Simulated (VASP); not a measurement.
# Sb2Te4O (P-4m2) in VASP: a series of runs

The runs below take Sb2Te4O through single point, with PBE.

Program: VASP 6.6.1. These are calculated values, not measurements. Logs are shortened: lines on timing, memory, paths and dates and some standing lists are left out, and cuts for length are marked.

### 1 The cell of the first run

The structure is tetragonal, space group P-4m2 (No. 115). The conventional cell has a = 4.494 Å, b = 4.494 Å, c = 9.004 Å, α = 90.00°, β = 90.00°, γ = 90.00°. Sb (site symmetry 2mm) has 9 Te at 2.94 to 3.41 Å and 2 O at 2.97 Å within 3.9 Å. Within 4.2 Å of Te (site symmetry -4m2) lie 8 Te at 3.18 to 4.16 Å and 4 Sb at 3.41 Å. Within 4.2 Å of Te (site symmetry -4m2) lie 8 Te at 3.18 to 4.16 Å and 4 Sb at 3.41 Å. Te (site symmetry 2mm) has 2 O at 2.46 Å and 5 Sb at 2.94 to 3.31 Å within 3.4 Å. O (site symmetry -4m2) has 4 Te at 2.46 Å and 4 Sb at 2.97 Å within 3.2 Å.

The cell was built from a structure type or drawn by symmetry, and may not be a known phase.

### 2 Single point, PBE

The input, INCAR:

```
SYSTEM = Sb2Te4O
PREC     = Accurate       ! precision mode
ENCUT    = 600            ! plane-wave cutoff, eV
EDIFF    = 1E-6           ! SCF threshold, eV
ISMEAR   = 0              ! smearing method
SIGMA    = 0.15           ! smearing width, eV
LREAL    = .FALSE.        ! projectors in reciprocal space
LASPH    = .TRUE.         ! aspherical terms in the spheres
NELM     = 120            ! most SCF steps
ALGO     = Normal         ! electronic algorithm
ISIF     = 2              ! what is computed and relaxed
LWAVE    = .FALSE.        ! write WAVECAR
LCHARG   = .FALSE.        ! write CHGCAR
GGA      = PE             ! functional
NBANDS   = 29             ! bands
GGA_COMPAT= .FALSE.
```

The input, KPOINTS:

```
regular mesh
0
G
  3 3 2
  0 0 0
```

The input, POSCAR:

```
Sb2Te4O
1.0
    4.4936378811      0.0000000000      0.0000000000
    0.0000000000      4.4936378811      0.0000000000
    0.0000000000      0.0000000000      9.0043890470
Sb Te O
2 4 1
Direct
    0.5000000000      0.0000000000      0.2149179268
    0.0000000000      0.5000000000      0.7850820732
    0.5000000000      0.5000000000      0.5000000000
    0.0000000000      0.0000000000      0.5000000000
    0.5000000000      0.0000000000      0.8888587437
    0.0000000000      0.5000000000      0.1111412563
    0.5000000000      0.5000000000      0.0000000000
```

Potentials or basis: VASP PAW PBE potentials, release 64 (Sb, Te, O).

On the command line:

```bash
$ cat potpaw_PBE.64/Sb/POTCAR potpaw_PBE.64/Te/POTCAR potpaw_PBE.64/O/POTCAR > POTCAR
$ mpirun -np 1 vasp_std > vasp.out
```

OUTCAR:

```text
SYSTEM = Sb2Te4O
   PREC = Accurate
   ENCUT = 600
   EDIFF = 1E-6
   ISMEAR = 0
   LREAL = .FALSE.
   LASPH = .TRUE.
   NELM = 120
   ISIF = 2
   GGA = PE

 ion  position               nearest neighbor table
   1  0.500  0.000  0.215-   5 2.94   6 3.31   6 3.31   6 3.31   6 3.31   3 3.41   4 3.41   4 3.41
                             3 3.41
   2  0.000  0.500  0.785-   6 2.94   5 3.31   5 3.31   5 3.31   5 3.31   3 3.41   3 3.41   4 3.41
                             4 3.41
   3  0.500  0.500  0.500-   4 3.18   4 3.18   4 3.18   4 3.18   2 3.41   2 3.41   1 3.41   1 3.41

   4  0.000  0.000  0.500-   3 3.18   3 3.18   3 3.18   3 3.18   2 3.41   1 3.41   1 3.41   2 3.41

   5  0.500  0.000  0.889-   7 2.46   7 2.46   1 2.94   2 3.31   2 3.31   2 3.31   2 3.31
   6  0.000  0.500  0.111-   7 2.46   7 2.46   2 2.94   1 3.31   1 3.31   1 3.31   1 3.31
   7  0.500  0.500  0.000-   5 2.46   6 2.46   5 2.46   6 2.46

  LATTYP: Found a simple tetragonal cell.
 ALAT       =     4.4936378811
 C/A-ratio  =     2.0038083364

  Lattice vectors:

 A1 = (   4.4936378811,   0.0000000000,   0.0000000000)
 A2 = (   0.0000000000,   4.4936378811,   0.0000000000)
 A3 = (   0.0000000000,   0.0000000000,   9.0043890470)

Analysis of symmetry for initial positions (statically):
=====================================================================
 Subroutine PRICEL returns:
 Original cell was already a primitive cell.

 Routine SETGRP: Setting up the symmetry group for a
 simple tetragonal supercell.

 Subroutine GETGRP returns: Found  8 space group operations
 (whereof  8 operations were pure point group operations)
 out of a pool of 16 trial point group operations.

The static configuration has the point symmetry D_2d.

Analysis of symmetry for dynamics (positions and initial velocities):
=====================================================================
 Subroutine PRICEL returns:
 Original cell was already a primitive cell.

 Routine SETGRP: Setting up the symmetry group for a
 simple tetragonal supercell.

 Subroutine GETGRP returns: Found  8 space group operations
 (whereof  8 operations were pure point group operations)
 out of a pool of 16 trial point group operations.

The dynamic configuration has the point symmetry D_2d.

 Subroutine INISYM returns: Found  8 space group operations
 (whereof  8 operations are pure point group operations),
 and found     1 'primitive' translations

----------------------------------------------------------------------------------------

                                     Primitive cell

  volume of cell :     181.8237

  direct lattice vectors                    reciprocal lattice vectors
     4.493637881  0.000000000  0.000000000     0.222536846  0.000000000  0.000000000
     0.000000000  4.493637881  0.000000000     0.000000000  0.222536846  0.000000000
     0.000000000  0.000000000  9.004389047     0.000000000  0.000000000  0.111056952

  length of vectors
     4.493637881  4.493637881  9.004389047     0.222536846  0.222536846  0.111056952

  position of ions in fractional coordinates (direct lattice)
     0.500000000  0.000000000  0.214917927
     0.000000000  0.500000000  0.785082073
     0.500000000  0.500000000  0.500000000
     0.000000000  0.000000000  0.500000000
     0.500000000  0.000000000  0.888858744
     0.000000000  0.500000000  0.111141256
     0.500000000  0.500000000  0.000000000

  ion indices of the primitive-cell ions
   primitive index   ion index
                 1           1
                 2           2
                 3           3
                 4           4
                 5           5
                 6           6
                 7           7

----------------------------------------------------------------------------------------

 KPOINTS: regular mesh

Automatic generation of k-mesh.
 Grid dimensions read from file:
 generate k-points for:    3    3    2

 Generating k-lattice:

  Cartesian coordinates                     Fractional coordinates (reciprocal lattice)
     0.074178949  0.000000000  0.000000000     0.333333333  0.000000000  0.000000000
     0.000000000  0.074178949  0.000000000     0.000000000  0.333333333  0.000000000
     0.000000000  0.000000000  0.055528476     0.000000000  0.000000000  0.500000000

  Length of vectors
     0.074178949  0.074178949  0.055528476

  Shift w.r.t. Gamma in fractional coordinates (k-lattice)
     0.000000000  0.000000000  0.000000000

 Subroutine IBZKPT returns following result:
 ===========================================

 Found      6 irreducible k-points:

 Following reciprocal coordinates:
            Coordinates               Weight
  0.000000  0.000000  0.000000      1.000000
  0.333333  0.000000  0.000000      4.000000
  0.333333  0.333333  0.000000      4.000000
  0.000000  0.000000  0.500000      1.000000
  0.333333  0.000000  0.500000      4.000000
  0.333333  0.333333  0.500000      4.000000
   k-points           NKPTS =      6   k-points in BZ     NKDIM =      6   number of bands    NBANDS=     29
   number of dos      NEDOS =    301   number of ions     NIONS =      7
   total plane-waves  NPLWV =  93312
   dimension x,y,z NGX =    36 NGY =   36 NGZ =   72
   dimension x,y,z NGXF=    72 NGYF=   72 NGZF=  144
   ions per type =               2   4   1
   NGX,Y,Z   is equivalent  to a cutoff of  13.32, 13.32, 13.29 a.u.
   NGXF,Y,Z  is equivalent  to a cutoff of  26.64, 26.64, 26.59 a.u.
 SYSTEM =  Sb2Te4O
   PREC   = accura    normal or accurate (medium, high low for compatibility)
   ISTART =      0    job   : 0-new  1-cont  2-samecut
   ICHARG =      2    charge: 1-file 2-atom 10-const
   ISPIN  =      1    spin polarized calculation?
   LNONCOLLINEAR =      F non collinear calculations
   LSORBIT =      F    spin-orbit coupling
   LASPH  =      T    aspherical Exc in radial PAW
   ENCUT  =  600.0 eV  44.10 Ry    6.64 a.u.   8.97  8.97 17.98*2*pi/ulx,y,z
   NELM   =    120;   NELMIN=  2; NELMDL= -5     # of ELM steps
   EDIFF  = 0.1E-05   stopping-criterion for ELM
   LREAL  =      F    real-space projection
[... 7 lines left out ...]
   TEBEG  =    0.0;   TEEND  =   0.0 temperature during run
   PSTRESS=    0.0 pullay stress
   NELECT =      40.0000    total number of electrons
   NUPDOWN=      -1.0000    fix difference up-down
   EMIN   =  10.00;   EMAX   =-10.00  energy-range for DOS
   EFERMI =   0.00;   METHOD = LEGACY
   ISMEAR =     0;   SIGMA  =   0.15  broadening in eV -4-tet -1-fermi 0-gaus
   EFERMI_NEDOS =   21; number of points for ismear=-14 and -15
   IALGO  =     38    algorithm
   IMIX   =      4    mixing-type and parameters
     AMIX     =   0.40;   BMIX     =  1.00
     AMIX_MAG =   1.60;   BMIX_MAG =  1.00
  volume/ion in A,a.u.               =      25.97       175.29
  Fermi-wavevector in a.u.,A,eV,Ry     =   0.988276  1.867570 13.288653  0.976688
  Thomas-Fermi vector in A             =   2.119790
   LORBIT       =      0    0 simple, 1 ext, 2 COOP (PROOUT), +10 PAW based schemes
   GGA     = PE    functional components
   LHFCALC =     F    Hartree Fock is set to
   AEXX    =    0.0000 exact exchange contribution
   IVDW    =     0    specifies the selected vdW correction
   LEPSILON=     F    determine dielectric tensor
   LRPA    =     F    only Hartree local field effects (RPA)
 non-spin polarized calculation
 Gauss-broadening in eV      SIGMA  =   0.15
  energy-cutoff  :      600.00
  volume of cell :      181.82
 maximum number of plane-waves:      6076
 NGX is ok and might be reduce to    36
   NGX = 17   NGY = 17   NGZ = 35

 number of electron      40.0000000 magnetization

 Free energy of the ion-electron system (eV)
  ---------------------------------------------------
  ext. energy  EPLUGINS =         0.00000000
  ---------------------------------------------------
  free energy    TOTEN  =       -25.03170403 eV

  energy without entropy =      -25.00582978  energy(sigma->0) =      -25.01876691

 E-fermi :   7.3291     XC(G=0):  -9.9481

 val. band max:        7.1682629144   @ k =   0.3333   0.0000   0.0000
 cond. band min:       7.4826422041   @ k =   0.3333   0.3333   0.5000
 fundamental gap:      0.3143792897
 Fermi energy:         7.3290996874

 k-point     1 :       0.0000    0.0000    0.0000
  band No.  band energies     occupation
      1     -11.1643      2.00000
      2      -5.7067      2.00000
      3      -4.2483      2.00000
      4      -3.9866      2.00000
      5      -1.8665      2.00000
      6      -1.5137      2.00000
[... 21 lines left out ...]
     28      10.8038      0.00000
     29      11.2572      0.00000

 k-point     2 :       0.3333    0.0000    0.0000
  band No.  band energies     occupation
      1     -11.0547      2.00000
      2      -5.0886      2.00000
      3      -4.3316      2.00000
      4      -3.6714      2.00000
      5      -3.0751      2.00000
      6      -2.2231      2.00000
[... 21 lines left out ...]
     28      10.5629      0.00000
     29      12.7884      0.00000

 k-point     3 :       0.3333    0.3333    0.0000
  band No.  band energies     occupation
      1     -10.9527      2.00000
      2      -4.6314      2.00000
      3      -4.1138      2.00000
      4      -4.0276      2.00000
      5      -3.1536      2.00000
      6      -2.1325      2.00000
[... 21 lines left out ...]
     28      10.9511      0.00000
     29      13.5386      0.00000

 k-point     4 :       0.0000    0.0000    0.5000
  band No.  band energies     occupation
      1     -11.1640      2.00000
      2      -5.6803      2.00000
      3      -4.5653      2.00000
      4      -3.6683      2.00000
      5      -1.5155      2.00000
      6      -1.4532      2.00000
[... 21 lines left out ...]
     28      10.8889      0.00000
     29      11.9284      0.00000

 k-point     5 :       0.3333    0.0000    0.5000
  band No.  band energies     occupation
      1     -11.0545      2.00000
      2      -4.9658      2.00000
      3      -4.5898      2.00000
      4      -3.6417      2.00000
      5      -3.0270      2.00000
      6      -1.9602      2.00000
[... 21 lines left out ...]
     28      10.3731      0.00000
     29      13.1252      0.00000

 k-point     6 :       0.3333    0.3333    0.5000
  band No.  band energies     occupation
      1     -10.9527      2.00000
      2      -4.4286      2.00000
      3      -4.3545      2.00000
      4      -4.0834      2.00000
      5      -3.1561      2.00000
      6      -1.7452      2.00000
[... 21 lines left out ...]
     28      11.0970      0.00000
     29      12.8599      0.00000

------------------------ aborting loop because EDIFF is reached ----------------------------------------

  FORCE on cell =-STRESS in cart. coord.  units (eV):
  Direction    XX          YY          ZZ          XY          YZ          ZX
  --------------------------------------------------------------------------------------
  -------------------------------------------------------------------------------------
  Total       -0.0281301     -0.0281301     -0.1238498      0.0000000      0.0000000      0.0000000
  in kB       -0.2478741     -0.2478741     -1.0913284      0.0000000      0.0000000      0.0000000
  external PRESSURE =      -0.5290255 kB  Pullay stress =       0.0000000 kB

 VOLUME and BASIS-vectors are now :
 -----------------------------------------------------------------------------
  energy-cutoff  :      600.00
  volume of cell :      181.82
      direct lattice vectors                 reciprocal lattice vectors
     4.493637881  0.000000000  0.000000000     0.222536846  0.000000000  0.000000000
     0.000000000  4.493637881  0.000000000     0.000000000  0.222536846  0.000000000
     0.000000000  0.000000000  9.004389047     0.000000000  0.000000000  0.111056952

 POSITION                                       TOTAL-FORCE (eV/Angst)
 -----------------------------------------------------------------------------------
      2.24682      0.00000      1.93520        -0.000000      0.000000     -0.065729
      0.00000      2.24682      7.06918        -0.000000     -0.000000      0.065729
      2.24682      2.24682      4.50219        -0.000000      0.000000      0.000000
      0.00000      0.00000      4.50219        -0.000000     -0.000000      0.000000
      2.24682      0.00000      8.00363        -0.000000     -0.000000      0.028054
      0.00000      2.24682      1.00076        -0.000000     -0.000000     -0.028054
      2.24682      2.24682      0.00000         0.000000     -0.000000      0.000000
 -----------------------------------------------------------------------------------
    total drift:                                0.000000      0.000000      0.000000

  FREE ENERGIE OF THE ION-ELECTRON SYSTEM (eV)
  ---------------------------------------------------
  free  energy   TOTEN  =       -25.0317040346 eV

  energy  without entropy=      -25.0058297818  energy(sigma->0) =      -25.01876691
```

It took 82 s on 1 thread of Intel Xeon 8259CL, shared host; peak memory 0.3 GiB.

Results:

- Free energy: -25.0317 eV
- Pressure: -0.1 GPa
- Largest force: 0.066 eV/Å
- Band gap on the k mesh: zero (bands 20 and 21 overlap by 1.06 eV)

Forces in eV/Å, atoms in the order of the input:
```
Sb   0.000  0.000 -0.066
Sb   0.000  0.000  0.066
Te   0.000  0.000  0.000
Te   0.000  0.000  0.000
Te   0.000  0.000  0.028
Te   0.000  0.000 -0.028
O    0.000  0.000  0.000
```

Levels at points of the mesh, in eV from the Fermi level:
| k point | band 17 | band 18 | band 19 | band 20 | band 21 | band 22 | band 23 | band 24 |
| --- | --- | --- | --- | --- | --- | --- | --- | --- |
| (0.00, 0.00, 0.00) | -1.26 | -0.91 | -0.91 | -0.40 | 1.61 | 1.61 | 2.14 | 2.48 |
| (0.00, 0.00, 0.50) | -1.08 | -0.98 | -0.98 | -0.48 | 1.32 | 1.38 | 1.38 | 1.52 |

Caveat: the k points lie up to 0.47 Å⁻¹ apart, too coarse for converged energies and pressures of a metal; spin-orbit coupling is left out, which moves the levels of the heavy elements.

[end of part 1 of 2]
